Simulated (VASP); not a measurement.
## SnTe3: single point with PBE

SnTe3:

```
Te Sn
1.0
     0.00000    3.86122    3.86122
     3.86122    0.00000    3.86122
     3.86122    3.86122    0.00000
Te Sn
3 1
Cartesian
  3.8612 3.8612 3.8612
  5.7918 5.7918 5.7918
  1.9306 1.9306 1.9306
  0.0000 0.0000 0.0000
```

* Program: VASP 6.6.1
* Task: single point
* Functional: PBE
* Potentials or basis: VASP PAW PBE potentials, release 64 (Te, Sn_d)
* Cutoff: 520 eV
* k mesh: 6 × 6 × 6
* Occupations: gaussian, width 0.05 eV
* Spin: no spin polarisation

```yaml
Pressure: 0.2 GPa
Band_gap_on_the_k_mesh: zero (band 16 reaches 8.11 eV, above the bottom of band 17 at 5.89 eV)
```

Levels at points of the mesh, in eV from the Fermi level:
| k point | band 13 | band 14 | band 15 | band 16 | band 17 | band 18 | band 19 | band 20 |
| --- | --- | --- | --- | --- | --- | --- | --- | --- |
| (0.00, 0.00, 0.00) | -3.30 | -3.30 | -3.30 | -1.83 | -1.83 | -1.83 | 3.09 | 3.09 |
| (0.50, 0.00, 0.00) | -3.42 | -2.03 | -1.93 | 0.39 | 0.39 | 1.27 | 1.81 | 1.81 |
| (0.50, 0.50, 0.00) | -0.94 | -0.58 | -0.58 | 0.04 | 0.17 | 0.17 | 2.11 | 3.29 |

Wall time 23 s on 1 thread of Intel(R) Xeon(R) 6975P-C (Granite Rapids) (shared host), peak memory 0.26 GiB.

Caveat: spin-orbit coupling is left out, which moves the levels of the heavy elements.
